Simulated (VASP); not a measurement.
**SiC: single point with PBE+D3(BJ)**

Crystal: SiC.

```
Si C
1.0
     0.00000    2.23777    2.23777
     2.23777    0.00000    2.23777
     2.23777    2.23777    0.00000
Si C
1 1
Cartesian
  0.0000 0.0000 0.0000
  1.1189 1.1189 1.1189
```

```json
{
 "Program": "VASP 6.6.1",
 "Task": "single point",
 "Functional": "PBE",
 "Dispersion": "D3(BJ)",
 "Potentials or basis": "VASP PAW PBE potentials, release 64 (Si, C)",
 "Cutoff": "600 eV",
 "k mesh": "10 × 10 × 10",
 "Occupations": "gaussian, width 0.02 eV",
 "Spin": "no spin polarisation"
}
```

| Item | Value |
| --- | --- |
| Pressure | -16.2 GPa |
| Band gap on the k mesh | 1.43 eV (least direct gap 4.46 eV) |
| Dispersion energy per atom | -0.278 eV |

Levels at points of the mesh, in eV from the valence-band top:
```csv
k point,band 1,band 2,band 3,band 4,band 5,band 6,band 7,band 8,band 9
"(0.00, 0.00, 0.00)",-14.79,0.00,0.00,0.00,5.30,6.77,6.77,6.77,14.05
"(0.50, 0.00, 0.00)",-11.51,-8.11,-1.03,-1.03,4.73,6.91,6.91,9.61,15.28
"(0.50, 0.50, 0.00)",-10.14,-7.55,-3.03,-3.03,1.43,4.05,13.12,13.12,13.76
```

It took 13 s on 1 thread of Intel(R) Xeon(R) Platinum 8259CL CPU @ 2.50GHz (Skylake/Cascade Lake) (shared host), peak memory 0.16 GiB.

Caveat: the cell stands under tension. A k mesh can miss the band edges.
